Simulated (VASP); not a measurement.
# ZnS (F-43m) in VASP: a series of runs

The runs below take ZnS through single point, with PBE.

Program: VASP 6.6.1. These are calculated values, not measurements. Logs are shortened: lines on timing, memory, paths and dates and some standing lists are left out, and cuts for length are marked.

**Measured values to compare with.**

From “Electronic, vibrational, and thermodynamic properties of ZnS (zincblende and rocksalt structure)”, 2009, arxiv:0911.5022, for a bulk crystal of ZnS at 19 K: band gap 3.85 eV (direct).

The runs below are set against these values where they give the same quantity.

### 1 The cell of the first run

The structure is cubic, space group F-43m (No. 216). The conventional cell has a = 5.443 Å, b = 5.443 Å, c = 5.443 Å, α = 90.00°, β = 90.00°, γ = 90.00°. Within 3.1 Å of Zn (site symmetry -43m) lie 4 S at 2.36 Å. Within 3.1 Å of S (site symmetry -43m) lie 4 Zn at 2.36 Å.

### 2 Single point, PBE

Contents of INCAR:

```
ALGO     = Normal         # electronic algorithm
EDIFF    = 1E-6           # SCF threshold, eV
ENCUT    = 500            # plane-wave cutoff, eV
GGA      = PE             # functional
GGA_COMPAT= False        
ISIF     = 2              # what is computed and relaxed
ISMEAR   = 0              # smearing method
LASPH    = True           # aspherical terms in the spheres
LCHARG   = False          # write CHGCAR
LREAL    = False          # projectors in reciprocal space
LWAVE    = False          # write WAVECAR
NBANDS   = 16             # bands
NELM     = 120            # most SCF steps
PREC     = Accurate       # precision mode
SIGMA    = 0.01           # smearing width, eV
```

Contents of KPOINTS:

```
k-points
0
Gamma
  7 7 7
```

Contents of POSCAR:

```
ZnS
1.0
    0.0000000000      2.7214200880      2.7214200880
    2.7214200880      0.0000000000      2.7214200880
    2.7214200880      2.7214200880      0.0000000000
Zn S
1 1
Direct
    0.7500000000      0.7500000000      0.7500000000
    0.0000000000      0.0000000000      0.0000000000
```

Potentials or basis: VASP PAW PBE potentials, release 64 (Zn, S).

On the command line:

```bash
cat potpaw_PBE.64/Zn/POTCAR potpaw_PBE.64/S/POTCAR > POTCAR
mpirun -np 1 vasp_std > vasp.out
```

OUTCAR:

```text
EDIFF = 1E-6
   ENCUT = 500
   GGA = PE
   ISIF = 2
   ISMEAR = 0
   LASPH = True
   LREAL = False
   NELM = 120
   PREC = Accurate

 ion  position               nearest neighbor table
   1  0.750  0.750  0.750-   2 2.36   2 2.36   2 2.36   2 2.36
   2  0.000  0.000  0.000-   1 2.36   1 2.36   1 2.36   1 2.36

  LATTYP: Found a face centered cubic cell.
 ALAT       =     5.4428401760

  Lattice vectors:

 A1 = (   0.0000000000,   2.7214200880,   2.7214200880)
 A2 = (   2.7214200880,   0.0000000000,   2.7214200880)
 A3 = (   2.7214200880,   2.7214200880,   0.0000000000)

Analysis of symmetry for initial positions (statically):
=====================================================================
 Subroutine PRICEL returns:
 Original cell was already a primitive cell.

 Routine SETGRP: Setting up the symmetry group for a
 face centered cubic supercell.

 Subroutine GETGRP returns: Found 24 space group operations
 (whereof 24 operations were pure point group operations)
 out of a pool of 48 trial point group operations.

The static configuration has the point symmetry T_d .

Analysis of symmetry for dynamics (positions and initial velocities):
=====================================================================
 Subroutine PRICEL returns:
 Original cell was already a primitive cell.

 Routine SETGRP: Setting up the symmetry group for a
 face centered cubic supercell.

 Subroutine GETGRP returns: Found 24 space group operations
 (whereof 24 operations were pure point group operations)
 out of a pool of 48 trial point group operations.

The dynamic configuration has the point symmetry T_d .

 Subroutine INISYM returns: Found 24 space group operations
 (whereof 24 operations are pure point group operations),
 and found     1 'primitive' translations

----------------------------------------------------------------------------------------

                                     Primitive cell

  volume of cell :      40.3104

  direct lattice vectors                    reciprocal lattice vectors
     0.000000000  2.721420088  2.721420088    -0.183727607  0.183727607  0.183727607
     2.721420088  0.000000000  2.721420088     0.183727607 -0.183727607  0.183727607
     2.721420088  2.721420088  0.000000000     0.183727607  0.183727607 -0.183727607

  length of vectors
     3.848669197  3.848669197  3.848669197     0.318225550  0.318225550  0.318225550

  position of ions in fractional coordinates (direct lattice)
     0.750000000  0.750000000  0.750000000
     0.000000000  0.000000000  0.000000000

  ion indices of the primitive-cell ions
   primitive index   ion index
                 1           1
                 2           2

----------------------------------------------------------------------------------------

 KPOINTS: k-points

Automatic generation of k-mesh.
 Grid dimensions read from file:
 generate k-points for:    7    7    7

 Generating k-lattice:

  Cartesian coordinates                     Fractional coordinates (reciprocal lattice)
    -0.026246801  0.026246801  0.026246801     0.142857143  0.000000000  0.000000000
     0.026246801 -0.026246801  0.026246801     0.000000000  0.142857143  0.000000000
     0.026246801  0.026246801 -0.026246801     0.000000000  0.000000000  0.142857143

  Length of vectors
     0.045460793  0.045460793  0.045460793

  Shift w.r.t. Gamma in fractional coordinates (k-lattice)
     0.000000000  0.000000000  0.000000000

 Subroutine IBZKPT returns following result:
 ===========================================

 Found     20 irreducible k-points:

 Following reciprocal coordinates:
            Coordinates               Weight
  0.000000  0.000000  0.000000      1.000000
  0.142857  0.000000  0.000000      8.000000
  0.285714  0.000000  0.000000      8.000000
  0.428571  0.000000  0.000000      8.000000
  0.142857  0.142857  0.000000      6.000000
  0.285714  0.142857  0.000000     24.000000
[... 12 lines left out ...]
 -0.428571  0.428571  0.142857     24.000000
 -0.285714  0.428571  0.142857     24.000000
   k-points           NKPTS =     20   k-points in BZ     NKDIM =     20   number of bands    NBANDS=     16
   number of dos      NEDOS =    301   number of ions     NIONS =      2
   total plane-waves  NPLWV =  21952
   dimension x,y,z NGX =    28 NGY =   28 NGZ =   28
   dimension x,y,z NGXF=    56 NGYF=   56 NGZF=   56
   ions per type =               1   1
   NGX,Y,Z   is equivalent  to a cutoff of  12.09, 12.09, 12.09 a.u.
   NGXF,Y,Z  is equivalent  to a cutoff of  24.19, 24.19, 24.19 a.u.
 SYSTEM =  unknown system
   PREC   = accura    normal or accurate (medium, high low for compatibility)
   ISTART =      0    job   : 0-new  1-cont  2-samecut
   ICHARG =      2    charge: 1-file 2-atom 10-const
   ISPIN  =      1    spin polarized calculation?
   LNONCOLLINEAR =      F non collinear calculations
   LSORBIT =      F    spin-orbit coupling
   LASPH  =      T    aspherical Exc in radial PAW
   ENCUT  =  500.0 eV  36.75 Ry    6.06 a.u.   7.02  7.02  7.02*2*pi/ulx,y,z
   NELM   =    120;   NELMIN=  2; NELMDL= -5     # of ELM steps
   EDIFF  = 0.1E-05   stopping-criterion for ELM
   LREAL  =      F    real-space projection
   EDIFFG = 0.1E-04   stopping-criterion for IOM
   NSW    =      0    number of steps for IOM
   IBRION =     -1    ionic relax: 0-MD 1-quasi-New 2-CG
   NFREE  =      0    steps in history (QN), initial steepest desc. (CG)
   ISIF   =      2    stress and relaxation
   ISYM   =      2    0-nonsym 1-usesym 2-fastsym
   POTIM  = 0.5000    time-step for ionic-motion
   TEBEG  =    0.0;   TEEND  =   0.0 temperature during run
   PSTRESS=    0.0 pullay stress
   NELECT =      18.0000    total number of electrons
   NUPDOWN=      -1.0000    fix difference up-down
   EMIN   =  10.00;   EMAX   =-10.00  energy-range for DOS
   EFERMI =   0.00;   METHOD = LEGACY
   ISMEAR =     0;   SIGMA  =   0.01  broadening in eV -4-tet -1-fermi 0-gaus
   EFERMI_NEDOS =   21; number of points for ismear=-14 and -15
   IALGO  =     38    algorithm
   IMIX   =      4    mixing-type and parameters
     AMIX     =   0.40;   BMIX     =  1.00
     AMIX_MAG =   1.60;   BMIX_MAG =  1.00
  volume/ion in A,a.u.               =      20.16       136.01
  Fermi-wavevector in a.u.,A,eV,Ry     =   1.251296  2.364607 21.303211  1.565742
  Thomas-Fermi vector in A             =   2.385250
   LORBIT       =      0    0 simple, 1 ext, 2 COOP (PROOUT), +10 PAW based schemes
   GGA     = PE    functional components
   LHFCALC =     F    Hartree Fock is set to
   AEXX    =    0.0000 exact exchange contribution
   IVDW    =     0    specifies the selected vdW correction
   LEPSILON=     F    determine dielectric tensor
   LRPA    =     F    only Hartree local field effects (RPA)
 non-spin polarized calculation
 Gauss-broadening in eV      SIGMA  =   0.01
  energy-cutoff  :      500.00
  volume of cell :       40.31
 maximum number of plane-waves:      1032
   NGX = 13   NGY = 13   NGZ = 13

 number of electron      17.9999988 magnetization

 Free energy of the ion-electron system (eV)
  ---------------------------------------------------
  ext. energy  EPLUGINS =         0.00000000
  ---------------------------------------------------
  free energy    TOTEN  =        -6.85145974 eV

  energy without entropy =       -6.85145974  energy(sigma->0) =       -6.85145974

 E-fermi :   1.9660     XC(G=0):  -9.5292

 val. band max:        1.9099995424   @ k =   0.0000   0.0000   0.0000
 cond. band min:       3.9297974708   @ k =   0.0000   0.0000   0.0000
 fundamental gap:      2.0197979284
 Fermi energy:         1.9659695052

 k-point     1 :       0.0000    0.0000    0.0000
  band No.  band energies     occupation
      1     -11.0830      2.00000
      2      -4.3471      2.00000
      3      -4.3471      2.00000
      4      -4.3471      2.00000
      5      -3.8743      2.00000
      6      -3.8743      2.00000
[... 8 lines left out ...]
     15      13.6469      0.00000
     16      13.6595      0.00000

 k-point     2 :       0.1429    0.0000    0.0000
  band No.  band energies     occupation
      1     -10.9376      2.00000
      2      -4.3418      2.00000
      3      -4.3215      2.00000
      4      -4.3215      2.00000
      5      -3.8759      2.00000
      6      -3.8759      2.00000
[... 8 lines left out ...]
     15      12.9710      0.00000
     16      14.5372      0.00000

 k-point     3 :       0.2857    0.0000    0.0000
  band No.  band energies     occupation
      1     -10.5781      2.00000
      2      -4.2710      2.00000
      3      -4.2710      2.00000
      4      -4.2544      2.00000
      5      -3.8692      2.00000
      6      -3.8692      2.00000
[... 8 lines left out ...]
     15      13.0503      0.00000
     16      13.8694      0.00000

 k-point     4 :       0.4286    0.0000    0.0000
  band No.  band energies     occupation
      1     -10.2472      2.00000
      2      -4.2407      2.00000
      3      -4.2407      2.00000
      4      -3.8981      2.00000
      5      -3.8497      2.00000
      6      -3.8497      2.00000
[... 8 lines left out ...]
     15      14.6524      0.00000
     16      14.6524      0.00000
[... 248 lines left out ...]
 k-point    18 :      -0.4286    0.2857    0.1429
  band No.  band energies     occupation
      1     -10.0540      2.00000
      2      -4.2219      2.00000
      3      -4.1649      2.00000
      4      -3.9665      2.00000
      5      -3.8567      2.00000
      6      -3.6990      2.00000
[... 8 lines left out ...]
     15      15.0887      0.00000
     16      16.5695      0.00000

 k-point    19 :      -0.4286    0.4286    0.1429
  band No.  band energies     occupation
      1      -9.9486      2.00000
      2      -4.2695      2.00000
      3      -4.0894      2.00000
      4      -4.0073      2.00000
      5      -3.8350      2.00000
      6      -3.6489      2.00000
[... 8 lines left out ...]
     15      15.8008      0.00000
     16      16.6132      0.00000

 k-point    20 :      -0.2857    0.4286    0.1429
  band No.  band energies     occupation
      1      -9.9159      2.00000
      2      -4.2227      2.00000
      3      -4.0971      2.00000
      4      -3.9319      2.00000
      5      -3.8853      2.00000
      6      -3.5276      2.00000
[... 8 lines left out ...]
     15      15.0200      0.00000
     16      17.1033      0.00000

------------------------ aborting loop because EDIFF is reached ----------------------------------------

  FORCE on cell =-STRESS in cart. coord.  units (eV):
  Direction    XX          YY          ZZ          XY          YZ          ZX
  --------------------------------------------------------------------------------------
  -------------------------------------------------------------------------------------
  Total        0.0431403      0.0431403      0.0431403      0.0000000      0.0000000     -0.0000000
  in kB        1.7146547      1.7146547      1.7146547      0.0000000      0.0000000     -0.0000000
  external PRESSURE =       1.7146547 kB  Pullay stress =       0.0000000 kB

 VOLUME and BASIS-vectors are now :
 -----------------------------------------------------------------------------
  energy-cutoff  :      500.00
  volume of cell :       40.31
      direct lattice vectors                 reciprocal lattice vectors
     0.000000000  2.721420088  2.721420088    -0.183727607  0.183727607  0.183727607
     2.721420088  0.000000000  2.721420088     0.183727607 -0.183727607  0.183727607
     2.721420088  2.721420088  0.000000000     0.183727607  0.183727607 -0.183727607

 POSITION                                       TOTAL-FORCE (eV/Angst)
 -----------------------------------------------------------------------------------
      4.08213      4.08213      4.08213         0.000000      0.000000      0.000000
      0.00000      0.00000      0.00000        -0.000000     -0.000000     -0.000000
 -----------------------------------------------------------------------------------
    total drift:                                0.000000      0.000000      0.000000

  FREE ENERGIE OF THE ION-ELECTRON SYSTEM (eV)
  ---------------------------------------------------
  free  energy   TOTEN  =        -6.8514597418 eV

  energy  without entropy=       -6.8514597418  energy(sigma->0) =       -6.85145974
```

Run time: 6.9 s. Hardware: 1 thread of AMD EPYC 9R45 (Zen 5), shared host; peak memory 0.12 GiB.

Results:

```yaml
Free_energy: -6.8515 eV
Pressure: 0.2 GPa
Band_gap_on_the_k_mesh: 2.02 eV
```

### 3 Single point, PBE

This run uses another cell than the first one, of 19.73 Å³/atom.

Contents of INCAR:

```
PREC     = Accurate       # precision mode
ENCUT    = 500            # plane-wave cutoff, eV
EDIFF    = 1E-6           # SCF threshold, eV
ISMEAR   = 0              # smearing method
SIGMA    = 0.01           # smearing width, eV
LREAL    = False          # projectors in reciprocal space
LASPH    = True           # aspherical terms in the spheres
NELM     = 120            # most SCF steps
ALGO     = Normal         # electronic algorithm
ISIF     = 2              # what is computed and relaxed
LWAVE    = False          # write WAVECAR
LCHARG   = False          # write CHGCAR
GGA      = PE             # functional
NBANDS   = 16             # bands
GGA_COMPAT= False
```

Contents of KPOINTS:

```
Automatic mesh
0
Gamma
  7 7 7
```

Contents of POSCAR:

```
ZnS
1.0
    0.0000000000      2.7020000000      2.7020000000
    2.7020000000      0.0000000000      2.7020000000
    2.7020000000      2.7020000000      0.0000000000
Zn S
1 1
Direct
    0.7500000000      0.7500000000      0.7500000000
    0.0000000000      0.0000000000      0.0000000000
```

Potentials or basis: VASP PAW PBE potentials, release 64 (Zn, S).

On the command line:

```bash
cat potpaw_PBE.64/Zn/POTCAR potpaw_PBE.64/S/POTCAR > POTCAR
mpirun -np 1 vasp_std > vasp.out
```

Run time: 6.8 s. Hardware: 1 thread of AMD EPYC 9R45 (Zen 5), shared host; peak memory 0.12 GiB.

The run converged. Its results:

```
Free energy            : -6.8462 eV
Pressure               : 1.8 GPa
Band gap on the k mesh : 2.11 eV
```

Levels at points of the mesh, in eV from the valence-band top:
| k point | band 7 | band 8 | band 9 | band 10 | band 11 | band 12 |
| --- | --- | --- | --- | --- | --- | --- |
| (0.00, 0.00, 0.00) | 0.00 | 0.00 | 0.00 | 2.11 | 6.40 | 6.40 |

### 4 Comparison with measurements

Step 2. A measured gap of ZnS is 3.85 eV (direct; 19 K; quoted in “Electronic, vibrational, and thermodynamic properties of ZnS (zincblende and rocksalt structure)”, 2009, arxiv:0911.5022); the calculated 2.02 eV misses it by -1.83 eV. The value is that of PBE, without temperature or zero-point motion. Semilocal functionals fall short of measured gaps as a rule.
